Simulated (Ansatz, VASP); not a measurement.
## One calculation of FePt, two programs

```
CELL_PARAMETERS angstrom
4.28058 0.00000 0.00000
0.00000 2.13835 1.49843
0.00000 -2.13835 1.49843
ATOMIC_POSITIONS crystal
Fe 0.50000 0.74677 0.74677
Pt 0.00000 0.25323 0.25323
```

Alike in both runs: task relaxation of cell and atoms; functional PBE; k mesh 4 × 8 × 8; occupations gaussian, width 0.1 eV; collinear spin.

```csv
,VASP,Ansatz
version,VASP 6.6.1,Ansatz 0.2.0
potentials or method,"VASP PAW PBE potentials, release 64 (Fe, Pt), cutoff 600 eV","scalar-relativistic, plane waves, PAW"
valence electrons in the cell,18,34
```

```tsv
	VASP	Ansatz	Ansatz less VASP
gap on the k mesh at the Fermi level, each at its own relaxed structure (eV)	none	none	-
net moment per atom (μB)	1.64	1.64	+0.005
size of the moment on the site where the two differ most (μB)	0.33	0.39	+0.061
relaxed volume (Å³/atom)	13.96	13.98	+0.023
relaxed length of the cell vector where the two differ most in proportion (Å)	3.771	3.763	-0.0080
```

Site moments also hang on the region over which each program counts them. A gap of «none» marks a metal or a gap that the smearing closes. VASP's potentials hold 18 valence electrons a cell and Ansatz's 34, so a difference there can come from the potentials and not from the codes.

The k mesh is coarse, so the values compare programs but aren't converged. Spin-orbit coupling is off throughout.
